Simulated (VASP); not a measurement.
# B (P-3m1) in VASP: a series of runs

Runs on B. Level: PBE. Tasks: relaxation of cell and atoms, single point.

Everything below comes from runs of VASP 6.6.1. Logs are shortened: lines on timing, memory, paths and dates and some standing lists are left out, and cuts for length are marked.

## 1. The cell of the first run

The structure is trigonal, space group P-3m1 (No. 164). Conventional cell: a = 2.397 Å, b = 2.397 Å, c = 9.257 Å, α = 90.00°, β = 90.00°, γ = 120.00°. Within 2.5 Å of B (site symmetry 3m) lie 12 B at 1.90 to 2.40 Å. B (site symmetry 3m) has 12 B at 1.92 to 2.40 Å within 2.5 Å. Within 2.5 Å of B (site symmetry 3m) lie 12 B at 1.89 to 2.40 Å. Within 2.5 Å of B (site symmetry -3m) lie 12 B at 1.89 to 2.40 Å.

## 2. Relaxation of cell and atoms, PBE

Input file INCAR:

```
SYSTEM = B
PREC = Accurate ; ENCUT = 600
EDIFF = 1E-7 ; ISMEAR = 0
SIGMA = 0.1 ; LREAL = .FALSE.
LASPH = .TRUE. ; NELM = 100
ALGO = Normal ; ISIF = 3
LWAVE = .FALSE. ; LCHARG = .FALSE.
GGA = PE ; IBRION = 2
NSW = 90 ; EDIFFG = -0.04
```

Input file KPOINTS:

```
Automatic mesh
0
G
  12 12 2
  0 0 0
```

Input file POSCAR:

```
B
1.0
    2.3968587606      0.0000000000      0.0000000000
   -1.1984293803      2.0757405760      0.0000000000
    0.0000000000      0.0000000000      9.2569210259
B
7
Direct
    0.3333333333      0.6666666667      0.7808725370
    0.6666666667      0.3333333333      0.9241937610
    0.3333333333      0.6666666667      0.0758062390
    0.6666666667      0.3333333333      0.2191274630
    0.3333333333      0.6666666667      0.3604430248
    0.0000000000      0.0000000000      0.5000000000
    0.6666666667      0.3333333333      0.6395569752
```

Potentials or basis: VASP PAW PBE potentials, release 64 (B).

Started as:

```sh
$ cat potpaw_PBE.64/B/POTCAR > POTCAR
$ mpirun -np 1 vasp_std > vasp.out
```

OUTCAR:

```text
SYSTEM = B
   PREC = Accurate
   ENCUT = 600
   EDIFF = 1E-7
   ISMEAR = 0
   LREAL = .FALSE.
   LASPH = .TRUE.
   NELM = 100
   ISIF = 3
   GGA = PE
   IBRION = 2
   NSW = 90
   EDIFFG = -0.04

 ion  position               nearest neighbor table
   1  0.333  0.667  0.781-   7 1.90   7 1.90   7 1.90   2 1.92   2 1.92   2 1.92
   2  0.667  0.333  0.924-   1 1.92   1 1.92   1 1.92   3 1.97   3 1.97   3 1.97
   3  0.333  0.667  0.076-   4 1.92   4 1.92   4 1.92   2 1.97   2 1.97   2 1.97
   4  0.667  0.333  0.219-   5 1.90   5 1.90   5 1.90   3 1.92   3 1.92   3 1.92
   5  0.333  0.667  0.360-   6 1.89   6 1.89   6 1.89   4 1.90   4 1.90   4 1.90
   6  0.000  0.000  0.500-   5 1.89   7 1.89   7 1.89   5 1.89   7 1.89   5 1.89
   7  0.667  0.333  0.640-   6 1.89   6 1.89   6 1.89   1 1.90   1 1.90   1 1.90

  LATTYP: Found a hexagonal cell.
 ALAT       =     2.3968587606
 C/A-ratio  =     3.8621053431

  Lattice vectors:

 A1 = (   2.3968587606,   0.0000000000,   0.0000000000)
 A2 = (  -1.1984293803,   2.0757405760,   0.0000000000)
 A3 = (   0.0000000000,   0.0000000000,   9.2569210259)

Analysis of symmetry for initial positions (statically):
=====================================================================
 Subroutine PRICEL returns:
 Original cell was already a primitive cell.

 Routine SETGRP: Setting up the symmetry group for a
 hexagonal supercell.

 Subroutine GETGRP returns: Found 12 space group operations
 (whereof 12 operations were pure point group operations)
 out of a pool of 24 trial point group operations.

The static configuration has the point symmetry D_3d.

Analysis of symmetry for dynamics (positions and initial velocities):
=====================================================================
 Subroutine PRICEL returns:
 Original cell was already a primitive cell.

 Routine SETGRP: Setting up the symmetry group for a
 hexagonal supercell.

 Subroutine GETGRP returns: Found 12 space group operations
 (whereof 12 operations were pure point group operations)
 out of a pool of 24 trial point group operations.

The dynamic configuration has the point symmetry D_3d.

 Subroutine INISYM returns: Found 12 space group operations
 (whereof 12 operations are pure point group operations),
 and found     1 'primitive' translations

----------------------------------------------------------------------------------------

                                     Primitive cell

[... 130 lines left out ...]
   LRPA    =     F    only Hartree local field effects (RPA)
 conjugate gradient relaxation of ions
 non-spin polarized calculation
 Gauss-broadening in eV      SIGMA  =   0.10
  energy-cutoff  :      600.00
  volume of cell :       46.06
 maximum number of plane-waves:      1552
 NGX is ok and might be reduce to    20
   NGX =  9   NGY =  9   NGZ = 37

--------------------------------------- Ionic step        1  -------------------------------------------

 number of electron      21.0000000 magnetization

 Free energy of the ion-electron system (eV)
  ---------------------------------------------------
  ext. energy  EPLUGINS =         0.00000000
  ---------------------------------------------------
  free energy    TOTEN  =       -37.50837827 eV

  energy without entropy =      -37.49444590  energy(sigma->0) =      -37.50141208

------------------------ aborting loop because EDIFF is reached ----------------------------------------

  FORCE on cell =-STRESS in cart. coord.  units (eV):
  Direction    XX          YY          ZZ          XY          YZ          ZX
  --------------------------------------------------------------------------------------
  -------------------------------------------------------------------------------------
  Total       -0.6424839     -0.6424839      1.3388109      0.0000000      0.0000000      0.0000000
  in kB      -22.3506800    -22.3506800     46.5744501      0.0000000      0.0000000      0.0000000
  external PRESSURE =       0.6243633 kB  Pullay stress =       0.0000000 kB
[... 104 lines left out ...]
  FREE ENERGIE OF THE ION-ELECTRON SYSTEM (eV)
  ---------------------------------------------------
  free  energy   TOTEN  =       -37.5606043318 eV

  energy  without entropy=      -37.5548762339  energy(sigma->0) =      -37.55774028

[... ionic steps 4 to 9 ...]

--------------------------------------- Ionic step       10  -------------------------------------------

 number of electron      21.0000000 magnetization

------------------------ aborting loop because EDIFF is reached ----------------------------------------
[... 77 lines left out ...]
--------------------------------------- Ionic step       12  -------------------------------------------

 number of electron      21.0000000 magnetization

 Free energy of the ion-electron system (eV)
  ---------------------------------------------------
  ext. energy  EPLUGINS =         0.00000000
  ---------------------------------------------------
  free energy    TOTEN  =       -37.58393489 eV

  energy without entropy =      -37.57752193  energy(sigma->0) =      -37.58072841

 E-fermi :   8.7775     XC(G=0): -12.5630

 val. band max:        8.7721110775   @ k =   0.4167   0.0833   0.5000
 cond. band min:       8.8801359151   @ k =   0.2500   0.2500   0.0000
 fundamental gap:      0.1080248376
 Fermi energy:         8.7774796046

 k-point     1 :       0.0000    0.0000    0.0000
  band No.  band energies     occupation
      1      -8.7248      2.00000
      2      -7.4402      2.00000
      3      -7.3568      2.00000
      4      -3.5647      2.00000
      5      -3.5204      2.00000
      6       2.1978      2.00000
      7       2.4510      2.00000
      8      13.9732      0.00000
      9      15.1750      0.00000
     10      15.3134      0.00000
     11      15.3134      0.00000
     12      15.4566      0.00000
     13      15.4566      0.00000
     14      16.9098      0.00000
[... 377 lines left out ...]
      1      -5.2272      2.00000
      2      -4.9801      2.00000
      3      -2.6321      2.00000
      4      -2.5338      2.00000
      5       2.0481      2.00000
      6       2.1367      2.00000
      7       4.4603      2.00000
      8       5.1458      2.00000
      9       7.1886      2.00000
     10       7.8036      2.00000
     11       8.6613      1.89949
     12      10.8397      0.00000
     13      11.1870      0.00000
     14      12.5829      0.00000

 [... further k-points ...]
[... 5 lines left out ...]
  --------------------------------------------------------------------------------------
  -------------------------------------------------------------------------------------
  Total       -0.0858401     -0.0858401      0.0120865      0.0000000      0.0000000      0.0000000
  in kB       -3.0323538     -3.0323538      0.4269627      0.0000000      0.0000000      0.0000000
  external PRESSURE =      -1.8792483 kB  Pullay stress =       0.0000000 kB
[... 22 lines left out ...]
  FREE ENERGIE OF THE ION-ELECTRON SYSTEM (eV)
  ---------------------------------------------------
  free  energy   TOTEN  =       -37.5839348864 eV

  energy  without entropy=      -37.5775219349  energy(sigma->0) =      -37.58072841

 reached required accuracy - stopping structural energy minimisation
```

OSZICAR:

```text
N       E                     dE             d eps       ncg     rms          rms(c)
DAV:   1     0.524403786116E+02    0.52440E+02   -0.10755E+04  1064   0.151E+03
DAV:   2    -0.328909467668E+02   -0.85331E+02   -0.82744E+02  1410   0.241E+02
DAV:   3    -0.376875021935E+02   -0.47966E+01   -0.46219E+01  1512   0.451E+01
[... 115 lines left out ...]
DAV:   2    -0.375839574990E+02    0.34556E-04   -0.18956E-03  1370   0.344E-01    0.226E-02
DAV:   3    -0.375839382442E+02    0.19255E-04   -0.28694E-04  1416   0.117E-01    0.147E-02
DAV:   4    -0.375839356139E+02    0.26302E-05   -0.24567E-05  1346   0.410E-02    0.774E-03
DAV:   5    -0.375839349024E+02    0.71152E-06   -0.35161E-06  1274   0.163E-02    0.137E-03
DAV:   6    -0.375839348864E+02    0.15965E-07   -0.21165E-07   968   0.340E-03
  12 F= -.37583935E+02 E0= -.37580728E+02  d E =-.498907E-03
```

Run time: 5.2 min. Hardware: 1 thread of Intel Xeon 6975P-C, shared host; peak memory 0.18 GiB.

What came out:

```
Free energy                            : -37.5839 eV
Relaxed volume                         : 6.48 Å³/atom
Relaxed cell                           : a = 2.339 Å, b = 2.339 Å, c = 9.576 Å, α = 90.00°, β = 90.00°, γ = 120.00°
Space group after relaxing (to 0.05 Å) : P-3m1 (No. 164)
Energy gained by relaxing              : 10.8 meV/atom
Ionic steps                            : 12
Pressure after relaxing                : -0.2 GPa
Largest force after relaxing           : 0.027 eV/Å
```

Forces in eV/Å, atoms in the order of the input:
```
B    0.000  0.000  0.027
B    0.000  0.000  0.001
B    0.000  0.000 -0.001
B    0.000  0.000 -0.027
B    0.000  0.000 -0.008
B    0.000  0.000  0.000
B    0.000  0.000  0.008
```

Stress tensor (GPa, compression positive):
```
-0.30  0.00  0.00
 0.00 -0.30  0.00
 0.00  0.00  0.04
```

Step by step:
```csv
step,energy change (eV),largest force (eV/Å),pressure (GPa),volume (Å³)
1,0.0000,0.1660,0.06,46.06
2,-0.0231,0.1054,-0.59,46.07
3,-0.0522,0.3135,-2.87,46.08
4,-0.0543,0.2121,-2.16,46.08
5,-0.0550,0.2438,-2.35,46.08
6,-0.0657,0.2792,-1.00,45.56
7,-0.0658,0.2804,-0.83,45.50
8,-0.0723,0.1600,0.35,45.28
9,-0.0731,0.0958,0.97,45.17
10,-0.0749,0.0614,-0.02,45.35
11,-0.0751,0.0621,-0.36,45.41
12,-0.0756,0.0265,-0.19,45.35
```

Final structure:
```
B
1.0
     2.33864    0.00000    0.00000
    -1.16932    2.02532    0.00000
     0.00000    0.00000    9.57552
B
7
Direct
  0.33333 0.66667 0.77971
  0.66667 0.33333 0.92487
  0.33333 0.66667 0.07513
  0.66667 0.33333 0.22029
  0.33333 0.66667 0.36251
  0.00000 0.00000 0.50000
  0.66667 0.33333 0.63749
```

Caveat: the bands computed are all filled at some k points, so no gap is given.

## 3. Single point, PBE

This run uses another cell than the first one, of 6.49 Å³/atom, 0.987 times its volume.

Input file INCAR:

```
SYSTEM = B
PREC     = Accurate       ! precision mode
ENCUT    = 520            ! plane-wave cutoff, eV
EDIFF    = 1E-7           ! SCF threshold, eV
ISMEAR   = 0              ! smearing method
SIGMA    = 0.1            ! smearing width, eV
LREAL    = .False.        ! projectors in reciprocal space
LASPH    = .True.         ! aspherical terms in the spheres
NELM     = 100            ! most SCF steps
ALGO     = Normal         ! electronic algorithm
ISIF     = 2              ! what is computed and relaxed
LWAVE    = .False.        ! write WAVECAR
LCHARG   = .True.         ! write CHGCAR
GGA      = PE             ! functional
LELF     = .True.         ! ELF
LVHAR    = .True.       
NBANDS   = 20             ! bands
```

Input file KPOINTS:

```
regular mesh
0
Gamma
  18 18 4
  0 0 0
```

Input file POSCAR:

```
B
1.0
    2.3511630953      0.0000000000      0.0000000000
   -1.1755815476      2.0361669690      0.0000000000
    0.0000000000      0.0000000000      9.4936397411
B
7
Direct
    0.3333333333      0.6666666667      0.7806833793
    0.6666666667      0.3333333333      0.9241602150
    0.3333333333      0.6666666667      0.0758397850
    0.6666666667      0.3333333333      0.2193166207
    0.3333333333      0.6666666667      0.3617941609
    0.0000000000      0.0000000000      0.5000000000
    0.6666666667      0.3333333333      0.6382058391
```

Potentials or basis: VASP PAW PBE potentials, release 64 (B).

Started as:

```sh
$ cat potpaw_PBE.64/B/POTCAR > POTCAR
$ mpirun -np 1 vasp_std > vasp.out
```

Wall time 2.8 min (1 thread of Intel Xeon 6975P-C, shared host); peak memory 0.21 GiB.

Results (log left out):

| Quantity | Value |
| --- | --- |
| Free energy | -37.5854 eV |
| Pressure | -0.1 GPa |

Stress tensor (GPa, compression positive):
```
-0.13  0.00  0.00
 0.00 -0.13  0.00
 0.00  0.00  0.01
```

Levels at points of the mesh, in eV from the Fermi level:
```csv
k point,band 8,band 9,band 10,band 11,band 12,band 13,band 14,band 15
"(0.00, 0.00, 0.00)",5.72,6.32,6.32,6.51,6.51,6.85,7.95,7.95
"(0.50, 0.00, 0.00)",-4.95,-3.44,-2.58,0.04,0.88,1.87,2.06,2.35
"(0.00, 0.00, 0.50)",3.83,6.20,6.20,6.95,6.95,7.15,7.15,9.40
"(0.50, 0.00, 0.50)",-5.58,-2.35,-1.53,-1.30,0.12,1.13,1.44,3.20
```

## 4. Relaxation of cell and atoms, PBE

This run uses another cell than the first one, of 6.48 Å³/atom, 0.984 times its volume.

Input file INCAR:

```
SYSTEM = B
ALGO = Normal
EDIFF = 1E-7
EDIFFG = -0.01
ENCUT = 600
GGA = PE
IBRION = 2
ISIF = 3
ISMEAR = 0
LASPH = .TRUE.
LCHARG = .FALSE.
LREAL = .FALSE.
LWAVE = .FALSE.
NELM = 60
NSW = 100
PREC = Accurate
SIGMA = 0.1
```

Input file KPOINTS:

```
k-points
0
G
  18 18 4
  0 0 0
```

Input file POSCAR:

```
B
1.0
    2.3373607091      0.0000000000      0.0000000000
   -1.1686803545      2.0242137519      0.0000000000
    0.0000000000      0.0000000000      9.5809874170
B
7
Direct
    0.3333333333      0.6666666667      0.7801570479
    0.6666666667      0.3333333333      0.9250676333
    0.3333333333      0.6666666667      0.0749323667
    0.6666666667      0.3333333333      0.2198429521
    0.3333333333      0.6666666667      0.3622645037
    0.0000000000      0.0000000000      0.5000000000
    0.6666666667      0.3333333333      0.6377354963
```

Started as:

```sh
$ cat potpaw_PBE.64/B/POTCAR > POTCAR
$ mpirun -np 1 vasp_std > vasp.out
```

Wall time 9.9 min (1 thread of Intel Xeon 6975P-C, shared host); peak memory 0.23 GiB.

It converged, with:

```yaml
Free_energy: -37.5909 eV
Relaxed_volume: 6.49 Å³/atom
Relaxed_cell: a = 2.350 Å, b = 2.350 Å, c = 9.493 Å, α = 90.00°, β = 90.00°, γ = 120.00°
Space_group_after_relaxing_to_0.05_Å: P-3m1 (No. 164)
Energy_gained_by_relaxing: 0.8 meV/atom
Ionic_steps: 8
Pressure_after_relaxing: 0.0 GPa
Largest_force_after_relaxing: 0.009 eV/Å
```

Forces in eV/Å, atoms in the order of the input:
```
B    0.000  0.000 -0.006
B    0.000  0.000 -0.009
B    0.000  0.000  0.009
B    0.000  0.000  0.006
B    0.000  0.000  0.004
B    0.000  0.000  0.000
B    0.000  0.000 -0.004
```

Step by step:
| step | energy change (eV) | largest force (eV/Å) | pressure (GPa) | volume (Å³) |
| --- | --- | --- | --- | --- |
| 1 | 0.0000 | 0.0444 | -0.51 | 45.33 |
| 2 | -0.0035 | 0.0341 | 0.55 | 45.19 |
| 3 | -0.0037 | 0.0379 | 0.92 | 45.15 |
| 4 | -0.0052 | 0.0385 | 0.14 | 45.36 |
| 5 | -0.0052 | 0.0370 | -0.06 | 45.41 |
| 6 | -0.0052 | 0.0364 | -0.14 | 45.43 |
| 7 | -0.0054 | 0.0179 | -0.04 | 45.41 |
| 8 | -0.0054 | 0.0087 | 0.02 | 45.40 |

Final structure:
```cif
data_structure
_symmetry_space_group_name_H-M 'P 1'
_symmetry_Int_Tables_number 1
_cell_length_a 2.3501
_cell_length_b 2.3501
_cell_length_c 9.4930
_cell_angle_alpha 90.000
_cell_angle_beta 90.000
_cell_angle_gamma 120.000
_cell_volume 45.40
loop_
_atom_site_label
_atom_site_type_symbol
_atom_site_fract_x
_atom_site_fract_y
_atom_site_fract_z
_atom_site_occupancy
B1 B 0.33333 0.66667 0.78084 1
B2 B 0.66667 0.33333 0.92434 1
B3 B 0.33333 0.66667 0.07566 1
B4 B 0.66667 0.33333 0.21916 1
B5 B 0.33333 0.66667 0.36169 1
B6 B 0.00000 0.00000 0.50000 1
B7 B 0.66667 0.33333 0.63831 1
```

Levels at points of the mesh, in eV from the Fermi level:
| k point | band 9 | band 10 | band 11 | band 12 | band 13 | band 14 |
| --- | --- | --- | --- | --- | --- | --- |
| (0.00, 0.00, 0.00) | 6.33 | 6.33 | 6.52 | 6.52 | 6.83 | 7.96 |
| (0.50, 0.00, 0.00) | -3.45 | -2.58 | 0.03 | 0.89 | 1.86 | 2.05 |
| (0.00, 0.00, 0.50) | 6.21 | 6.21 | 6.96 | 6.96 | 7.16 | 7.16 |
| (0.50, 0.00, 0.50) | -2.36 | -1.54 | -1.31 | 0.12 | 1.13 | 1.43 |

Caveat: the bands computed are all filled at some k points, so no gap is given.

## 5. Overview

```csv
task,cell,k mesh,cutoff (eV),pressure (GPa),relaxed volume (Å³/atom),largest force (eV/Å)
relaxation of cell and atoms,"relaxed from a = 2.397, b = 2.397, c = 9.257 Å, angles 90.0, 90.0, 120.0°, 7 atoms",12 × 12 × 2,600,-0.2,6.48,0.03
single point,"a = 2.351, b = 2.351, c = 9.494 Å, angles 90.0, 90.0, 120.0°, 7 atoms",18 × 18 × 4,520,-0.1,-,-
relaxation of cell and atoms,"relaxed from a = 2.337, b = 2.337, c = 9.581 Å, angles 90.0, 90.0, 120.0°, 7 atoms",18 × 18 × 4,600,0.0,6.49,0.01
```

Alike in all rows: level PBE; potentials or basis VASP PAW PBE potentials, release 64 (B); no spin polarisation; smearing gaussian 0.1 eV.

Caveats: the bands computed are all filled at some k points, so no gap is given (some runs).

Total energies depend on the potentials used, so only differences within one code and one set of settings carry meaning.
